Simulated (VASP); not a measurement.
Runs of VASP 6.6.1 on Ir3O. The structure is that of space group Im-3m (No. 229), or close to it. The cells are those of the table. The cell was generated, and may not be a known phase.

```tsv
task	spin	cell	k mesh	cutoff (eV)	gap on the mesh (eV)	pressure (GPa)	moment (μB)	relaxed volume (Å³/atom)
single point	off	a = 4.286 Å, angles 109.5°, 4 atoms	14 × 14 × 14	520	none	0.1	-	-
relaxation of cell and atoms	off	relaxed from a = 4.289 Å, angles 109.5°, 4 atoms	14 × 14 × 14	600	none	0.0	-	15.15
single point	collinear	a = 4.289 Å, angles 109.5°, 4 atoms	6 × 6 × 6	520	none	0.0	0.00	-
relaxation of cell and atoms	collinear	relaxed from a = 4.354 Å, angles 109.5°, 4 atoms	6 × 6 × 6	600	none	-0.3	0.00	(a)
single point	collinear	a = 4.354 Å, angles 109.5°, 4 atoms	6 × 6 × 6	520	none	-8.8	0.00	-
```

Alike in all rows: level PBE; potentials or basis VASP PAW PBE potentials, release 64 (Ir, O); smearing gaussian 0.1 eV.

Q: Fill in the values left out.

A: (a) 15.21.

Caveats: spin-orbit coupling is left out, which moves the levels of the heavy elements; an odd number of electrons without spin polarisation forces a metal (at least some runs); a magnetic or distorted state may lie lower (at least some runs); the cell stands under tension (at least some runs).

A k mesh can miss the band edges, and the runs leave out spin-orbit coupling on Ir.

A gap of «none» marks levels without a gap at the run's occupations.
